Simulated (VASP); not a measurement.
# Al (P6_3/mmc) in VASP: further runs

Al is run at these levels: LDA; tasks: single point.

Everything below comes from runs of VASP 6.6.1. Logs are shortened: lines on timing, memory, paths and dates and some standing lists are left out, and cuts for length are marked.

## Step 1: The cell of the first run

Symmetry: P6_3/mmc, No. 194, hexagonal system. The conventional cell has a = 2.827 Å, b = 2.827 Å, c = 9.186 Å, α = 90.00°, β = 90.00°, γ = 120.00°. Within 3.7 Å of Al (site symmetry -3m) lie 12 Al at 2.82 to 2.83 Å. Within 3.7 Å of Al (site symmetry -6m2) lie 12 Al at 2.82 to 2.83 Å.

## Step 2: Single point, LDA

Contents of INCAR:

```
PREC = Accurate ; ENCUT = 520
EDIFF = 1E-7 ; ISMEAR = 1
SIGMA = 0.05 ; LREAL = False
LASPH = True ; NELM = 100
ALGO = Normal ; ISIF = 2
LWAVE = False ; LCHARG = False
GGA = CA ; NBANDS = 14
```

Contents of KPOINTS:

```
regular mesh
0
Gamma
  3 3 1
```

Contents of POSCAR:

```
Al
1.0
    2.8270770000      0.0000000000      0.0000000000
   -1.4135390000      2.4483210000      0.0000000000
    0.0000000000      0.0000000000      9.1859930000
Al
4
Direct
    0.0000000000      0.0000000000      0.0000000000
    0.3333333333      0.6666666667      0.2500000000
    0.0000000000      0.0000000000      0.5000000000
    0.6666666667      0.3333333333      0.7500000000
```

Potentials or basis: VASP PAW LDA potentials, release 64 (Al).

Run with:

```
$ cat potpaw_LDA.64/Al/POTCAR > POTCAR
$ mpirun -np 1 vasp_std > vasp.out
```

OUTCAR:

```text
PREC = Accurate
   ENCUT = 520
   EDIFF = 1E-7
   ISMEAR = 1
   LREAL = False
   LASPH = True
   NELM = 100
   ISIF = 2
   GGA = CA

 ion  position               nearest neighbor table
   1  0.000  0.000  0.000-   4 2.82   2 2.82   4 2.82   2 2.82   4 2.82   2 2.82
   2  0.333  0.667  0.250-   1 2.82   3 2.82   1 2.82   3 2.82   1 2.82   3 2.82
   3  0.000  0.000  0.500-   4 2.82   2 2.82   4 2.82   2 2.82   4 2.82   2 2.82
   4  0.667  0.333  0.750-   1 2.82   3 2.82   1 2.82   3 2.82   1 2.82   3 2.82

  LATTYP: Found a hexagonal cell.
 ALAT       =     2.8270770000
 C/A-ratio  =     3.2492899910

  Lattice vectors:

 A1 = (   2.8270770000,   0.0000000000,   0.0000000000)
 A2 = (  -1.4135390000,   2.4483210000,   0.0000000000)
 A3 = (   0.0000000000,   0.0000000000,   9.1859930000)

Analysis of symmetry for initial positions (statically):
=====================================================================
 Subroutine PRICEL returns:
 Original cell was already a primitive cell.

 Routine SETGRP: Setting up the symmetry group for a
 hexagonal supercell.

 Subroutine GETGRP returns: Found 24 space group operations
 (whereof 12 operations were pure point group operations)
 out of a pool of 24 trial point group operations.

The static configuration has the point symmetry D_3d.
 The point group associated with its full space group is D_6h.

Analysis of symmetry for dynamics (positions and initial velocities):
=====================================================================
 Subroutine PRICEL returns:
 Original cell was already a primitive cell.

 Routine SETGRP: Setting up the symmetry group for a
 hexagonal supercell.

 Subroutine GETGRP returns: Found 24 space group operations
 (whereof 12 operations were pure point group operations)
 out of a pool of 24 trial point group operations.

The dynamic configuration has the point symmetry D_3d.
 The point group associated with its full space group is D_6h.

 Subroutine INISYM returns: Found 24 space group operations
 (whereof 12 operations are pure point group operations),
 and found     1 'primitive' translations

----------------------------------------------------------------------------------------

                                     Primitive cell

  volume of cell :      63.5817

  direct lattice vectors                    reciprocal lattice vectors
     2.827077000  0.000000000  0.000000000     0.353722237  0.204221659  0.000000000
[... 81 lines left out ...]
   EMIN   =  10.00;   EMAX   =-10.00  energy-range for DOS
   EFERMI =   0.00;   METHOD = LEGACY
   ISMEAR =     1;   SIGMA  =   0.05  broadening in eV -4-tet -1-fermi 0-gaus
   EFERMI_NEDOS =   21; number of points for ismear=-14 and -15
   IALGO  =     38    algorithm
   IMIX   =      4    mixing-type and parameters
     AMIX     =   0.40;   BMIX     =  1.00
     AMIX_MAG =   1.60;   BMIX_MAG =  1.00
  volume/ion in A,a.u.               =      15.90       107.27
  Fermi-wavevector in a.u.,A,eV,Ry     =   0.939055  1.774557 11.997958  0.881825
  Thomas-Fermi vector in A             =   2.066329
   LORBIT       =      0    0 simple, 1 ext, 2 COOP (PROOUT), +10 PAW based schemes
   GGA     = CA    functional components
   LHFCALC =     F    Hartree Fock is set to
   AEXX    =    0.0000 exact exchange contribution
   IVDW    =     0    specifies the selected vdW correction
   LEPSILON=     F    determine dielectric tensor
   LRPA    =     F    only Hartree local field effects (RPA)
 non-spin polarized calculation
 Methfessel and Paxton  Order N= 1 SIGMA  =   0.05
  energy-cutoff  :      520.00
  volume of cell :       63.58
 maximum number of plane-waves:      1717
 NGX is ok and might be reduce to    24
   NGX = 11   NGY = 11   NGZ = 35

 number of electron      12.0000000 magnetization

 Free energy of the ion-electron system (eV)
  ---------------------------------------------------
  ext. energy  EPLUGINS =         0.00000000
  ---------------------------------------------------
  free energy    TOTEN  =       -16.23676837 eV

  energy without entropy =      -16.23196032  energy(sigma->0) =      -16.23516569

 E-fermi :   7.6015     XC(G=0): -10.4832

 val. band max:        7.1608970763   @ k =   0.3333   0.3333   0.0000
 cond. band min:       7.6233635672   @ k =   0.3333   0.0000   0.0000
 fundamental gap:      0.4624664909
 Fermi energy:         7.6015322238

 k-point     1 :       0.0000    0.0000    0.0000
  band No.  band energies     occupation
      1      -3.1757      2.00000
      2      -1.4376      2.00000
      3      -1.4361      2.00000
      4       3.5160      2.00000
      5       3.8021      2.00000
      6      11.7760      0.00000
      7      11.7895      0.00000
      8      18.9514      0.00000
      9      18.9514      0.00000
     10      19.1367      0.00000
     11      19.1368      0.00000
     12      20.1326      0.00000
     13      20.1336      0.00000
     14      20.3236      0.00000
[... 20 lines left out ...]
      1       4.6898      2.00000
      2       4.8270      2.00000
      3       4.8270      2.00000
      4       5.7756      2.00000
      5       6.1296      2.00000
      6       6.1296      2.00000
      7       6.8074      2.00000
      8       6.8074      2.00000
      9       7.1609      2.00000
     10      10.6566      0.00000
     11      11.4855      0.00000
     12      11.4855      0.00000
     13      11.6470      0.00000
     14      11.6470      0.00000

------------------------ aborting loop because EDIFF is reached ----------------------------------------

  FORCE on cell =-STRESS in cart. coord.  units (eV):
  Direction    XX          YY          ZZ          XY          YZ          ZX
  --------------------------------------------------------------------------------------
  -------------------------------------------------------------------------------------
  Total       -1.9746366     -1.9746374      3.9523671      0.0000004      0.0000000      0.0000000
  in kB      -49.7583146    -49.7583349     99.5945906      0.0000102      0.0000000      0.0000000
  external PRESSURE =       0.0259804 kB  Pullay stress =       0.0000000 kB

 VOLUME and BASIS-vectors are now :
 -----------------------------------------------------------------------------
  energy-cutoff  :      520.00
  volume of cell :       63.58
      direct lattice vectors                 reciprocal lattice vectors
     2.827077000  0.000000000  0.000000000     0.353722237  0.204221659  0.000000000
    -1.413539000  2.448321000  0.000000000     0.000000000  0.408443174  0.000000000
     0.000000000  0.000000000  9.185993000     0.000000000  0.000000000  0.108861394

 POSITION                                       TOTAL-FORCE (eV/Angst)
 -----------------------------------------------------------------------------------
      0.00000      0.00000      0.00000        -0.000000      0.000000     -0.000000
     -0.00000      1.63221      2.29650        -0.000000      0.000000      0.000000
      0.00000      0.00000      4.59300        -0.000000      0.000000     -0.000000
      1.41354      0.81611      6.88949         0.000000     -0.000000     -0.000000
 -----------------------------------------------------------------------------------
    total drift:                               -0.000000      0.000000      0.000000

  FREE ENERGIE OF THE ION-ELECTRON SYSTEM (eV)
  ---------------------------------------------------
  free  energy   TOTEN  =       -16.2367683675 eV

  energy  without entropy=      -16.2319603226  energy(sigma->0) =      -16.23516569
```

OSZICAR:

```text
N       E                     dE             d eps       ncg     rms          rms(c)
DAV:   1     0.348922042462E+01    0.34892E+01   -0.37666E+03    84   0.627E+02
DAV:   2    -0.158403672307E+02   -0.19330E+02   -0.18070E+02   110   0.890E+01
DAV:   3    -0.163598226043E+02   -0.51946E+00   -0.51767E+00   136   0.119E+01
DAV:   4    -0.163625705687E+02   -0.27480E-02   -0.27479E-02   112   0.104E+00
DAV:   5    -0.163625895422E+02   -0.18974E-04   -0.18974E-04   128   0.897E-02    0.287E+00
DAV:   6    -0.162862645842E+02    0.76325E-01   -0.97827E-03   112   0.454E-01    0.162E+00
DAV:   7    -0.162375232842E+02    0.48741E-01   -0.21096E-02   102   0.652E-01    0.242E-01
DAV:   8    -0.162367700729E+02    0.75321E-03   -0.46623E-04   112   0.104E-01    0.227E-02
DAV:   9    -0.162367685236E+02    0.15493E-05   -0.23255E-06   110   0.892E-03    0.308E-03
DAV:  10    -0.162367683737E+02    0.14990E-06   -0.57808E-08   120   0.138E-03    0.177E-03
DAV:  11    -0.162367683675E+02    0.61771E-08   -0.63597E-09    88   0.478E-04
   1 F= -.16236768E+02 E0= -.16235166E+02  d E =-.480804E-02
```

stdout:

```text
POSCAR found type information on POSCAR Al
 POSCAR found :  1 types and       4 ions
 scaLAPACK will be used
 LDA part: xc-table for (Slater(with rela. corr.)+CA(PZ))
 , standard interpolation
 POSCAR, INCAR and KPOINTS ok, starting setup
 FFT: planning ... GRIDC
 FFT: planning ... GRID_SOFT
 FFT: planning ... GRID
 WAVECAR not read
 entering main loop
```

It took 4.1 s on 1 thread of Intel Xeon 8259CL, shared host; peak memory 0.15 GiB.

Results:

```
Free energy            : -16.2368 eV
Pressure               : 0.0 GPa
Band gap on the k mesh : zero (band 6 reaches 11.78 eV, above the bottom of band 7 at 6.81 eV)
```

Levels at points of the mesh, in eV from the Fermi level:
| k point | band 2 | band 3 | band 4 | band 5 | band 6 | band 7 | band 8 | band 9 |
| --- | --- | --- | --- | --- | --- | --- | --- | --- |
| (0.00, 0.00, 0.00) | -9.04 | -9.04 | -4.09 | -3.80 | 4.17 | 4.19 | 11.35 | 11.35 |

Caveat: the k points lie up to 0.86 Å⁻¹ apart.

## Step 3: Single point, LDA

Contents of INCAR:

```
ALGO = Normal
EDIFF = 1E-6
ENCUT = 520
ISIF = 2
ISMEAR = 1
LASPH = True
LCHARG = False
LREAL = False
LWAVE = False
NBANDS = 14
NELM = 100
PREC = Accurate
SIGMA = 0.05
```

Contents of KPOINTS:

```
k-points
0
Gamma
  4 4 1
```

POSCAR is that of step 2.

Potentials or basis: VASP PAW LDA potentials, release 64 (Al).

Run with:

```
$ cat potpaw_LDA.64/Al/POTCAR > POTCAR
$ mpirun -np 1 vasp_std > vasp.out
```

Run time: 5.4 s. Hardware: 1 thread of Intel Xeon 8259CL, shared host; peak memory 0.15 GiB.

The run converged. Its results:

```
Free energy            : -16.0298 eV
Pressure               : 0.4 GPa
Band gap on the k mesh : zero (band 6 reaches 11.78 eV, above the bottom of band 7 at 8.43 eV)
```

Stress tensor (GPa, compression positive):
```
-3.07  0.00  0.00
 0.00 -3.07  0.00
 0.00  0.00  7.44
```

Levels at points of the mesh, in eV from the Fermi level:
```
           k point  band 2  band 3  band 4  band 5  band 6  band 7  band 8  band 9
(0.00, 0.00, 0.00)  -10.11   -9.96   -5.10   -4.78    3.18    3.18   10.35   10.35
(0.50, 0.00, 0.00)   -5.72   -4.42   -4.36   -3.89   -3.63    0.40    0.88    1.02
```

Caveat: the k points lie up to 0.68 Å⁻¹ apart.

## Step 4: Single point, LDA

Contents of INCAR:

```
  PREC = Accurate
  ENCUT = 520
  EDIFF = 1E-7
  ISMEAR = 1
  SIGMA = 0.05
  LREAL = F
  LASPH = T
  NELM = 100
  ALGO = Normal
  ISIF = 2
  LWAVE = F
  LCHARG = F
  GGA = CA
  NBANDS = 14
```

Contents of KPOINTS:

```
regular mesh
0
Gamma
  6 6 2
```

POSCAR is that of step 3.

Run with:

```
$ cat potpaw_LDA.64/Al/POTCAR > POTCAR
$ mpirun -np 1 vasp_std > vasp.out
```

Wall time 11 s (1 thread of Intel Xeon 8259CL, shared host); peak memory 0.15 GiB.

It converged, with:

| Item | Value |
| --- | --- |
| Free energy | -16.7606 eV |
| Pressure | 0.0 GPa |
| Band gap on the k mesh | zero (band 6 reaches 12.14 eV, above the bottom of band 7 at 6.82 eV) |

Stress tensor (GPa, compression positive):
```
-1.34  0.00  0.00
 0.00 -1.34  0.00
 0.00  0.00  2.59
```

Levels at points of the mesh, in eV from the Fermi level:
| k point | band 2 | band 3 | band 4 | band 5 | band 6 | band 7 | band 8 | band 9 | band 10 | band 11 |
| --- | --- | --- | --- | --- | --- | --- | --- | --- | --- | --- |
| (0.00, 0.00, 0.00) | -9.51 | -9.51 | -4.55 | -4.28 | 3.70 | 3.72 | 10.87 | 10.87 | 11.07 | 11.07 |
| (0.50, 0.00, 0.00) | -5.18 | -3.90 | -3.82 | -3.28 | -3.19 | 0.96 | 1.42 | 1.50 | 1.82 | 5.76 |
| (0.00, 0.00, 0.50) | -10.81 | -7.37 | -7.37 | -0.70 | -0.70 | 8.67 | 8.67 | 11.20 | 11.20 | 11.20 |
| (0.50, 0.00, 0.50) | -4.87 | -4.77 | -4.77 | -1.77 | -1.77 | -1.10 | -1.10 | 4.82 | 4.82 | 4.94 |

Caveat: the k points lie up to 0.43 Å⁻¹ apart.

## Step 5: Single point, LDA

Contents of INCAR:

```
SYSTEM = Al
PREC     = Accurate       ! precision mode
ENCUT    = 520            ! plane-wave cutoff, eV
EDIFF    = 1E-6           ! SCF threshold, eV
ISMEAR   = 1              ! smearing method
SIGMA    = 0.05           ! smearing width, eV
LREAL    = .False.        ! projectors in reciprocal space
LASPH    = .True.         ! aspherical terms in the spheres
NELM     = 60             ! most SCF steps
ALGO     = Normal         ! electronic algorithm
ISIF     = 2              ! what is computed and relaxed
LWAVE    = .False.        ! write WAVECAR
LCHARG   = .False.        ! write CHGCAR
GGA      = CA             ! functional
NBANDS   = 14             ! bands
```

Contents of KPOINTS:

```
Automatic mesh
0
Gamma
  7 7 2
  0 0 0
```

POSCAR is that of step 4.

Run with:

```
$ cat potpaw_LDA.64/Al/POTCAR > POTCAR
$ mpirun -np 1 vasp_std > vasp.out
```

Run time: 12 s. Hardware: 1 thread of Intel Xeon 8259CL, shared host; peak memory 0.15 GiB.

The run converged. Its results:

```yaml
Free_energy: -16.7692 eV
Pressure: -0.1 GPa
Band_gap_on_the_k_mesh: zero (band 6 reaches 12.12 eV, above the bottom of band 7 at 6.92 eV)
```

Stress tensor (GPa, compression positive):
```
-0.23  0.00  0.00
 0.00 -0.23  0.00
 0.00  0.00  0.13
```

Levels at points of the mesh, in eV from the Fermi level:
```csv
k point,band 2,band 3,band 4,band 5,band 6,band 7,band 8,band 9,band 10,band 11
"(0.00, 0.00, 0.00)",-9.55,-9.51,-4.58,-4.29,3.68,3.69,10.85,10.85,11.05,11.05
"(0.00, 0.00, 0.50)",-10.83,-7.39,-7.39,-0.72,-0.72,8.65,8.65,11.18,11.18,11.18
```

Caveat: the k points lie up to 0.37 Å⁻¹ apart.

## Step 6: Summary

| k mesh | gap on the mesh (eV) | pressure (GPa) |
| --- | --- | --- |
| 3 × 3 × 1 | none | 0.0 |
| 4 × 4 × 1 | none | 0.4 |
| 6 × 6 × 2 | none | 0.0 |
| 7 × 7 × 2 | none | -0.1 |

Alike in all rows: task single point; level LDA; potentials or basis VASP PAW LDA potentials, release 64 (Al); no spin polarisation; cell as given; cutoff (eV) 520; smearing methfessel-paxton 0.05 eV.

Caveats: all runs use coarse meshes.

Absolute energies hang on the potentials; compare differences alone.
